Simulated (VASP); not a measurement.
# Ge in VASP: a series of runs, part 2 of 2

VASP 6.6.1. The steps go on from the part before.

### 3 Single point, PBEsol

This run uses another cell than the first one.

INCAR

```
  ALGO = Fast
  DIPOL = 0.5 0.5 0.500
  EDIFF = 1E-6
  EFIELD = 0.3
  ENCUT = 520
  GGA = PS
  IDIPOL = 3
  ISIF = 2
  ISMEAR = 0
  LASPH = T
  LCHARG = F
  LDIPOL = T
  LREAL = F
  LWAVE = F
  NBANDS = 81
  NELM = 60
  PREC = Accurate
  SIGMA = 0.1
```

KPOINTS

```
k-points
0
Gamma
  9 9 1
```

POSCAR

```
Ge
1.0
    3.9969678635      0.0000000000      0.0000000000
   -1.9984839317      3.4614757079      0.0000000000
    0.0000000000      0.0000000000     29.0227094328
Ge
10
Direct
    0.6666666667      0.3333333333      0.2584183264
    0.3333333333      0.6666666667      0.2870159030
    0.3333333333      0.6666666667      0.3720597691
    0.6666666667      0.3333333333      0.4006573456
    0.6666666667      0.3333333333      0.4857012117
    0.3333333333      0.6666666667      0.5142987883
    0.3333333333      0.6666666667      0.5993426544
    0.6666666667      0.3333333333      0.6279402309
    0.6666666667      0.3333333333      0.7129840970
    0.3333333333      0.6666666667      0.7415816736
```

Potentials or basis: VASP PAW PBE potentials, release 64 (Ge_d).

Launch:

```
$ cat potpaw_PBE.64/Ge_d/POTCAR > POTCAR
$ mpirun -np 1 vasp_std > vasp.out
```

OUTCAR:

```text
EDIFF = 1E-6
   ENCUT = 520
   GGA = PS
   ISIF = 2
   ISMEAR = 0
   LASPH = T
   LREAL = F
   NELM = 60
   PREC = Accurate

 ion  position               nearest neighbor table
   1  0.667  0.333  0.258-   2 2.45   2 2.45   2 2.45
   2  0.333  0.667  0.287-   1 2.45   1 2.45   1 2.45   3 2.47
   3  0.333  0.667  0.372-   4 2.45   4 2.45   4 2.45   2 2.47
   4  0.667  0.333  0.401-   3 2.45   3 2.45   3 2.45   5 2.47
   5  0.667  0.333  0.486-   6 2.45   6 2.45   6 2.45   4 2.47
   6  0.333  0.667  0.514-   5 2.45   5 2.45   5 2.45   7 2.47
   7  0.333  0.667  0.599-   8 2.45   8 2.45   8 2.45   6 2.47
   8  0.667  0.333  0.628-   7 2.45   7 2.45   7 2.45   9 2.47
   9  0.667  0.333  0.713-  10 2.45  10 2.45  10 2.45   8 2.47
  10  0.333  0.667  0.742-   9 2.45   9 2.45   9 2.45

  LATTYP: Found a hexagonal cell.
 ALAT       =     3.9969678635
 C/A-ratio  =     7.2611815816

  Lattice vectors:

 A1 = (   3.9969678635,   0.0000000000,   0.0000000000)
 A2 = (  -1.9984839317,   3.4614757079,   0.0000000000)
 A3 = (   0.0000000000,   0.0000000000,  29.0227094328)

Analysis of symmetry for initial positions (statically):
=====================================================================
 Subroutine PRICEL returns:
 Original cell was already a primitive cell.

 Routine SETGRP: Setting up the symmetry group for a
 hexagonal supercell.

 Subroutine GETGRP returns: Found 12 space group operations
 (whereof 12 operations were pure point group operations)
 out of a pool of 24 trial point group operations.

The static configuration has the point symmetry D_3d.

Analysis of symmetry for dynamics (positions and initial velocities):
=====================================================================
 An external electric field (EFIELD) may reduce the allowed symmetry operations
 Subroutine PRICEL returns:
 Original cell was already a primitive cell.

 Routine SETGRP: Setting up the symmetry group for a
 hexagonal supercell.

[... 141 lines left out ...]
  energy-cutoff  :      520.00
  volume of cell :      401.54
 maximum number of plane-waves:     10865
 NGX is ok and might be reduce to    30
   NGX = 15   NGY = 15   NGZ =107

 number of electron     140.0000078 magnetization

 dipolmoment           0.000000      0.000000      0.388846 electrons x Angstroem

 Free energy of the ion-electron system (eV)
  ---------------------------------------------------
  ext. energy  EPLUGINS =         0.00000000
  ---------------------------------------------------
  free energy    TOTEN  =       -47.08370127 eV

  energy without entropy =      -47.04358524  energy(sigma->0) =      -47.06364325

 E-fermi :   0.4582     XC(G=0):  -6.1998

 val. band max:        0.4465153486   @ k =   0.2222   0.2222   0.0000
 cond. band min:       0.4727502370   @ k =   0.2222   0.2222   0.0000
 fundamental gap:      0.0262348884
 Fermi energy:         0.4581784719

 k-point     1 :       0.0000    0.0000    0.0000
  band No.  band energies     occupation
      1     -24.2043      2.00000
      2     -24.2043      2.00000
      3     -24.1472      2.00000
      4     -24.1420      2.00000
      5     -24.1420      2.00000
      6     -24.1361      2.00000
[... 997 lines left out ...]
     80       6.1830      0.00000
     81       7.1602      0.00000

------------------------ aborting loop because EDIFF is reached ----------------------------------------

 vacuum level on the upper side and lower side of the slab       (xc-potential included)        -1.913         1.673

  FORCE on cell =-STRESS in cart. coord.  units (eV):
  Direction    XX          YY          ZZ          XY          YZ          ZX
  --------------------------------------------------------------------------------------
  -------------------------------------------------------------------------------------
  Total       -0.0021354     -0.0021354      0.9935674     -0.0000000     -0.0000000     -0.0000000
  in kB       -0.0085203     -0.0085203      3.9644049     -0.0000000     -0.0000000     -0.0000000
  external PRESSURE =       1.3157881 kB  Pullay stress =       0.0000000 kB

 VOLUME and BASIS-vectors are now :
 -----------------------------------------------------------------------------
  energy-cutoff  :      520.00
  volume of cell :      401.54
      direct lattice vectors                 reciprocal lattice vectors
     3.996967864  0.000000000  0.000000000     0.250189652  0.144447063  0.000000000
    -1.998483932  3.461475708  0.000000000     0.000000000  0.288894126  0.000000000
     0.000000000  0.000000000 29.022709433     0.000000000  0.000000000  0.034455777

 POSITION                                       TOTAL-FORCE (eV/Angst)
 -----------------------------------------------------------------------------------
      1.99848      1.15383      7.50000        -0.000000     -0.000000      0.069432
     -0.00000      2.30765      8.32998         0.000000      0.000000     -0.247762
     -0.00000      2.30765     10.79818         0.000000      0.000000      0.088133
      1.99848      1.15383     11.62816        -0.000000      0.000000      0.069702
      1.99848      1.15383     14.09637         0.000000      0.000000     -0.124387
     -0.00000      2.30765     14.92634         0.000000      0.000000      0.125138
     -0.00000      2.30765     17.39455        -0.000000     -0.000000     -0.074998
      1.99848      1.15383     18.22453        -0.000000      0.000000     -0.085831
      1.99848      1.15383     20.69273         0.000000      0.000000      0.185402
     -0.00000      2.30765     21.52271        -0.000000      0.000000     -0.004830
 -----------------------------------------------------------------------------------
    total drift:                                0.000000      0.000000      0.000185

  FREE ENERGIE OF THE ION-ELECTRON SYSTEM (eV)
  ---------------------------------------------------
  free  energy   TOTEN  =       -47.0837012666 eV

  energy  without entropy=      -47.0435852382  energy(sigma->0) =      -47.06364325

 vacuum level on the upper side and lower side of the slab         3.391         6.897
```

OSZICAR:

```text
N       E                     dE             d eps       ncg     rms          rms(c)
DAV:   1     0.178191768773E+04    0.17819E+04   -0.69823E+04  2377   0.388E+03
DAV:   2     0.342478389556E+03   -0.14394E+04   -0.13989E+04  1944   0.108E+03
DAV:   3    -0.993207612360E+01   -0.35241E+03   -0.34267E+03  2129   0.289E+02
[... 21 lines left out ...]
RMM:  25    -0.470836811751E+02   -0.22862E-04   -0.12772E-06  1495   0.315E-03    0.919E-04
RMM:  26    -0.470836941414E+02   -0.12966E-04   -0.96762E-07  1494   0.271E-03    0.110E-03
RMM:  27    -0.470836995540E+02   -0.54127E-05   -0.52665E-07  1334   0.209E-03    0.187E-04
RMM:  28    -0.470837010618E+02   -0.15078E-05   -0.21445E-07   991   0.179E-03    0.835E-04
RMM:  29    -0.470837012666E+02   -0.20472E-06   -0.12377E-07   764   0.199E-03
   1 F= -.47083701E+02 E0= -.47063643E+02  d E =-.401160E-01
```

Run time: 25 min. Hardware: 1 thread of Oxide Virtual Turin-like, shared host; peak memory 0.55 GiB.

What came out:

| Property | Result |
| --- | --- |
| Free energy | -47.0837 eV |
| Largest force | 0.248 eV/Å |
| Band gap on the k mesh | zero (bands 70 and 71 overlap by 0.58 eV) |

Forces on the atoms (eV/Å):
```
Ge   0.000  0.000  0.069
Ge   0.000  0.000 -0.248
Ge   0.000  0.000  0.088
Ge   0.000  0.000  0.070
Ge   0.000  0.000 -0.124
Ge   0.000  0.000  0.125
Ge   0.000  0.000 -0.075
Ge   0.000  0.000 -0.086
Ge   0.000  0.000  0.185
Ge   0.000  0.000 -0.005
```

Caveat: the PAW data sets were made with another functional, which shifts forces and pressure a little.

The gap in the log of VASP goes by the Fermi energy; the results here count the filled bands.